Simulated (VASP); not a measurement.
# Ta2W (Ta (110), 3 layers) in VASP: notebook

Runs on Ta2W (Ta (110), 3 layers). Level: LDA. Tasks: single point.

All numbers are computed with VASP 6.6.1; they aren't measurements. Logs are shortened: lines on timing, memory, paths and dates and some standing lists are left out, and cuts for length are marked.

## 1. The cell of the first run

The cell holds a slab with vacuum, 3 atoms: a = 2.818 Å, b = 2.818 Å, c = 20.602 Å, α = 90.00°, β = 90.00°, γ = 109.47°.

## 2. Single point, LDA

Input file INCAR:

```
SYSTEM = Ta2W
  PREC = Accurate
  ENCUT = 520
  EDIFF = 1E-6
  ISMEAR = -1
  SIGMA = 0.1
  LREAL = .FALSE.
  LASPH = .TRUE.
  NELM = 60
  ALGO = Normal
  ISIF = 2
  LWAVE = .FALSE.
  LCHARG = .FALSE.
  LDIPOL = .TRUE.
  IDIPOL = 3
  DIPOL = 0.5 0.5 0.500
  NBANDS = 25
```

Input file KPOINTS:

```
regular mesh
0
G
  15 15 1
  0 0 0
```

Input file POSCAR:

```
Ta2W
1.0
    2.8181880382      0.0000000000      0.0000000000
   -0.9393960127      2.6570131632      0.0000000000
    0.0000000000      0.0000000000     20.6021000000
W Ta
1 2
Direct
    0.0000000000      0.0000000000      0.3918156972
    0.5000000000      0.5000000000      0.4999999802
    0.0000000000      0.0000000000      0.6081843226
```

Potentials or basis: VASP PAW LDA potentials, release 64 (W_sv, Ta_pv).

Run with:

```
cat potpaw_LDA.64/W_sv/POTCAR potpaw_LDA.64/Ta_pv/POTCAR > POTCAR
mpirun -np 1 vasp_std > vasp.out
```

OUTCAR:

```text
SYSTEM = Ta2W
   PREC = Accurate
   ENCUT = 520
   EDIFF = 1E-6
   ISMEAR = -1
   LREAL = .FALSE.
   LASPH = .TRUE.
   NELM = 60
   ISIF = 2

 ion  position               nearest neighbor table
   1  0.000  0.000  0.392-   2 2.76   2 2.76   2 3.20   2 3.20
   2  0.500  0.500  0.500-   1 2.76   1 2.76   3 2.76   3 2.76   1 3.20   1 3.20   3 3.20   3 3.20

   3  0.000  0.000  0.608-   2 2.76   2 2.76   2 3.20   2 3.20

  LATTYP: Found a base centered orthorhombic cell.
 ALAT       =     3.2541632449
 B/A-ratio  =     1.4142135624
 C/A-ratio  =     6.3309976942

  Lattice vectors:

 A1 = (   2.8181880382,   0.0000000000,   0.0000000000)
 A2 = (  -0.9393960127,   2.6570131632,   0.0000000000)
 A3 = (   0.0000000000,   0.0000000000,  20.6021000000)

Analysis of symmetry for initial positions (statically):
=====================================================================
 Subroutine PRICEL returns:
 Original cell was already a primitive cell.

 Routine SETGRP: Setting up the symmetry group for a
 base centered orthorhombic supercell.

 Subroutine GETGRP returns: Found  4 space group operations
 (whereof  4 operations were pure point group operations)
 out of a pool of  8 trial point group operations.

The static configuration has the point symmetry C_2v.

Analysis of symmetry for dynamics (positions and initial velocities):
=====================================================================
 Subroutine PRICEL returns:
 Original cell was already a primitive cell.

 Routine SETGRP: Setting up the symmetry group for a
 base centered orthorhombic supercell.

 Subroutine GETGRP returns: Found  4 space group operations
 (whereof  4 operations were pure point group operations)
 out of a pool of  8 trial point group operations.

The dynamic configuration has the point symmetry C_2v.

 Subroutine INISYM returns: Found  4 space group operations
 (whereof  4 operations are pure point group operations),
 and found     1 'primitive' translations

----------------------------------------------------------------------------------------

                                     Primitive cell

  volume of cell :     154.2678

  direct lattice vectors                    reciprocal lattice vectors
     2.818188038  0.000000000  0.000000000     0.354837927  0.125454152  0.000000000
    -0.939396013  2.657013163  0.000000000     0.000000000  0.376362456  0.000000000
     0.000000000  0.000000000 20.602100000     0.000000000  0.000000000  0.048538741

[... 91 lines left out ...]
   ISIF   =      2    stress and relaxation
   ISYM   =      2    0-nonsym 1-usesym 2-fastsym
   POTIM  = 0.5000    time-step for ionic-motion
   TEBEG  =    0.0;   TEEND  =   0.0 temperature during run
   PSTRESS=    0.0 pullay stress
   NELECT =      36.0000    total number of electrons
   NUPDOWN=      -1.0000    fix difference up-down
   EMIN   =  10.00;   EMAX   =-10.00  energy-range for DOS
   EFERMI =   0.00;   METHOD = LEGACY
   ISMEAR =    -1;   SIGMA  =   0.10  broadening in eV -4-tet -1-fermi 0-gaus
   EFERMI_NEDOS =   21; number of points for ismear=-14 and -15
   IALGO  =     38    algorithm
   IMIX   =      4    mixing-type and parameters
     AMIX     =   0.40;   BMIX     =  1.00
     AMIX_MAG =   1.60;   BMIX_MAG =  1.00
  volume/ion in A,a.u.               =      51.42       347.02
  Fermi-wavevector in a.u.,A,eV,Ry     =   1.007900  1.904654 13.821636  1.015862
  Thomas-Fermi vector in A             =   2.140733
   LORBIT       =      0    0 simple, 1 ext, 2 COOP (PROOUT), +10 PAW based schemes
   GGA     = CA    functional components
   LHFCALC =     F    Hartree Fock is set to
   AEXX    =    0.0000 exact exchange contribution
   IVDW    =     0    specifies the selected vdW correction
   LEPSILON=     F    determine dielectric tensor
   LRPA    =     F    only Hartree local field effects (RPA)
 non-spin polarized calculation
  energy-cutoff  :      520.00
  volume of cell :      154.27
 maximum number of plane-waves:      4184
 NGX is ok and might be reduce to    24
   NGX = 11   NGY = 11   NGZ = 77

 dipolmoment           0.000000      0.000000      0.000753 electrons x Angstroem

 number of electron      36.0000003 magnetization

 dipolmoment           0.000000      0.000000     -0.000811 electrons x Angstroem

 Free energy of the ion-electron system (eV)
  ---------------------------------------------------
  ext. energy  EPLUGINS =         0.00000000
  ---------------------------------------------------
  free energy    TOTEN  =       -36.88292130 eV

  energy without entropy =      -36.77953874  energy(sigma->0) =      -36.83123002

 E-fermi :  -0.8005     XC(G=0):  -5.4271

 val. band max:       -0.8099355911   @ k =   0.4667   0.2000   0.0000
 cond. band min:      -0.8002720081   @ k =  -0.1333   0.0667   0.0000
 fundamental gap:      0.0096635830
 Fermi energy:        -0.8005213039

 k-point     1 :       0.0000    0.0000    0.0000
  band No.  band energies     occupation
      1     -74.1683      2.00000
      2     -38.7507      2.00000
      3     -38.2649      2.00000
      4     -38.0670      2.00000
      5     -35.0480      2.00000
      6     -34.2572      2.00000
[... 661 lines left out ...]
     24       2.3733      0.00000
     25       3.5129      0.00000

 [... further k-points ...]

------------------------ aborting loop because EDIFF is reached ----------------------------------------

 vacuum level on the upper side and lower side of the slab       (xc-potential included)        -0.124        -0.134

  FORCE on cell =-STRESS in cart. coord.  units (eV):
  Direction    XX          YY          ZZ          XY          YZ          ZX
  --------------------------------------------------------------------------------------
  -------------------------------------------------------------------------------------
  Total       -6.3044977     -6.4871446     -1.1923732     -0.2583017      0.0000000      0.0000000
  in kB      -65.4765682    -67.3734822    -12.3836200     -2.6826415      0.0000000      0.0000000
  external PRESSURE =     -48.4112235 kB  Pullay stress =       0.0000000 kB

 VOLUME and BASIS-vectors are now :
 -----------------------------------------------------------------------------
  energy-cutoff  :      520.00
  volume of cell :      154.27
      direct lattice vectors                 reciprocal lattice vectors
     2.818188038  0.000000000  0.000000000     0.354837927  0.125454152  0.000000000
    -0.939396013  2.657013163  0.000000000     0.000000000  0.376362456  0.000000000
     0.000000000  0.000000000 20.602100000     0.000000000  0.000000000  0.048538741

 POSITION                                       TOTAL-FORCE (eV/Angst)
 -----------------------------------------------------------------------------------
      0.00000      0.00000      8.07223        -0.000000      0.000000      0.700162
      0.93940      1.32851     10.30105         0.000000      0.000000     -0.875052
      0.00000      0.00000     12.52987        -0.000000      0.000000      0.174890
 -----------------------------------------------------------------------------------
    total drift:                                0.000000      0.000000     -0.000067

  FREE ENERGIE OF THE ION-ELECTRON SYSTEM (eV)
  ---------------------------------------------------
  free  energy   TOTEN  =       -36.8829213041 eV

  energy  without entropy=      -36.7795387428  energy(sigma->0) =      -36.83123002

 vacuum level on the upper side and lower side of the slab         4.187         4.155
```

stdout:

```text
POSCAR found type information on POSCAR W Ta
 POSCAR found :  2 types and       3 ions
 scaLAPACK will be used
 LDA part: xc-table for (Slater(with rela. corr.)+CA(PZ))
 , standard interpolation
 POSCAR, INCAR and KPOINTS ok, starting setup
 FFT: planning ... GRIDC
 FFT: planning ... GRID_SOFT
 FFT: planning ... GRID
 WAVECAR not read
 entering main loop
```

Run time: 2.6 min. Hardware: 1 thread of Intel Xeon 6975P-C (Granite Rapids), shared host; peak memory 0.39 GiB.

What came out:

* Free energy: -36.8829 eV
* Largest force: 0.875 eV/Å
* Band gap on the k mesh: zero (band 18 reaches 0.21 eV, above the bottom of band 19 at -1.42 eV)

Forces on the atoms (eV/Å):
```
W    0.000  0.000  0.700
Ta   0.000  0.000 -0.875
Ta   0.000  0.000  0.175
```

Caveat: spin-orbit coupling is left out, which moves the levels of the heavy elements.

## 3. Single point, LDA

Input file INCAR:

```
PREC = Accurate ; ENCUT = 520
EDIFF = 1E-6 ; ISMEAR = -1
SIGMA = 0.1 ; LREAL = F
LASPH = T ; NELM = 100
ALGO = Normal ; ISIF = 2
LWAVE = F ; LCHARG = F
LDIPOL = T ; IDIPOL = 3
DIPOL = 0.5 0.5 0.500 ; NBANDS = 25
```

Input file KPOINTS:

```
Automatic mesh
0
Gamma
  15 15 1
```

POSCAR is that of step 2.

Potentials or basis: VASP PAW LDA potentials, release 64 (W_sv, Ta_pv).

Run with:

```
cat potpaw_LDA.64/W_sv/POTCAR potpaw_LDA.64/Ta_pv/POTCAR > POTCAR
mpirun -np 1 vasp_std > vasp.out
```

OUTCAR:

```text
PREC = Accurate
   ENCUT = 520
   EDIFF = 1E-6
   ISMEAR = -1
   LREAL = F
   LASPH = T
   NELM = 100
   ISIF = 2

 ion  position               nearest neighbor table
   1  0.000  0.000  0.392-   2 2.76   2 2.76   2 3.20   2 3.20
   2  0.500  0.500  0.500-   1 2.76   1 2.76   3 2.76   3 2.76   1 3.20   1 3.20   3 3.20   3 3.20

   3  0.000  0.000  0.608-   2 2.76   2 2.76   2 3.20   2 3.20

  LATTYP: Found a base centered orthorhombic cell.
 ALAT       =     3.2541632449
 B/A-ratio  =     1.4142135624
 C/A-ratio  =     6.3309976942

  Lattice vectors:

 A1 = (   2.8181880382,   0.0000000000,   0.0000000000)
 A2 = (  -0.9393960127,   2.6570131632,   0.0000000000)
 A3 = (   0.0000000000,   0.0000000000,  20.6021000000)

Analysis of symmetry for initial positions (statically):
=====================================================================
 Subroutine PRICEL returns:
 Original cell was already a primitive cell.

 Routine SETGRP: Setting up the symmetry group for a
 base centered orthorhombic supercell.

 Subroutine GETGRP returns: Found  4 space group operations
[... 174 lines left out ...]
 cond. band min:      -0.8002720081   @ k =  -0.1333   0.0667   0.0000
 fundamental gap:      0.0096635830
 Fermi energy:        -0.8005213039

 k-point     1 :       0.0000    0.0000    0.0000
  band No.  band energies     occupation
      1     -74.1683      2.00000
      2     -38.7507      2.00000
      3     -38.2649      2.00000
      4     -38.0670      2.00000
      5     -35.0480      2.00000
      6     -34.2572      2.00000
[... 661 lines left out ...]
     24       2.3733      0.00000
     25       3.5129      0.00000

 [... further k-points ...]

------------------------ aborting loop because EDIFF is reached ----------------------------------------

 vacuum level on the upper side and lower side of the slab       (xc-potential included)        -0.124        -0.134

  FORCE on cell =-STRESS in cart. coord.  units (eV):
  Direction    XX          YY          ZZ          XY          YZ          ZX
  --------------------------------------------------------------------------------------
  -------------------------------------------------------------------------------------
  Total       -6.3044977     -6.4871446     -1.1923732     -0.2583017      0.0000000      0.0000000
  in kB      -65.4765682    -67.3734822    -12.3836200     -2.6826415      0.0000000      0.0000000
  external PRESSURE =     -48.4112235 kB  Pullay stress =       0.0000000 kB

 VOLUME and BASIS-vectors are now :
 -----------------------------------------------------------------------------
  energy-cutoff  :      520.00
  volume of cell :      154.27
      direct lattice vectors                 reciprocal lattice vectors
     2.818188038  0.000000000  0.000000000     0.354837927  0.125454152  0.000000000
    -0.939396013  2.657013163  0.000000000     0.000000000  0.376362456  0.000000000
     0.000000000  0.000000000 20.602100000     0.000000000  0.000000000  0.048538741

 POSITION                                       TOTAL-FORCE (eV/Angst)
 -----------------------------------------------------------------------------------
      0.00000      0.00000      8.07223        -0.000000      0.000000      0.700162
      0.93940      1.32851     10.30105         0.000000      0.000000     -0.875052
      0.00000      0.00000     12.52987        -0.000000      0.000000      0.174890
 -----------------------------------------------------------------------------------
    total drift:                                0.000000      0.000000     -0.000067

  FREE ENERGIE OF THE ION-ELECTRON SYSTEM (eV)
  ---------------------------------------------------
  free  energy   TOTEN  =       -36.8829213041 eV

  energy  without entropy=      -36.7795387428  energy(sigma->0) =      -36.83123002

 vacuum level on the upper side and lower side of the slab         4.187         4.155
```

stdout:

```text
POSCAR found type information on POSCAR W Ta
 POSCAR found :  2 types and       3 ions
 scaLAPACK will be used
 LDA part: xc-table for (Slater(with rela. corr.)+CA(PZ))
 , standard interpolation
 POSCAR, INCAR and KPOINTS ok, starting setup
 FFT: planning ... GRIDC
 FFT: planning ... GRID_SOFT
 FFT: planning ... GRID
 WAVECAR not read
 entering main loop
```

It took 2.7 min on 1 thread of Intel Xeon 6975P-C (Granite Rapids), shared host; peak memory 0.39 GiB.

What came out:

```
Free energy            : -36.8829 eV
Largest force          : 0.875 eV/Å
Band gap on the k mesh : zero (band 18 reaches 0.21 eV, above the bottom of band 19 at -1.42 eV)
```

Forces in eV/Å, atoms in the order of the input:
```
W    0.000  0.000  0.700
Ta   0.000  0.000 -0.875
Ta   0.000  0.000  0.175
```

Caveat: spin-orbit coupling is left out, which moves the levels of the heavy elements.
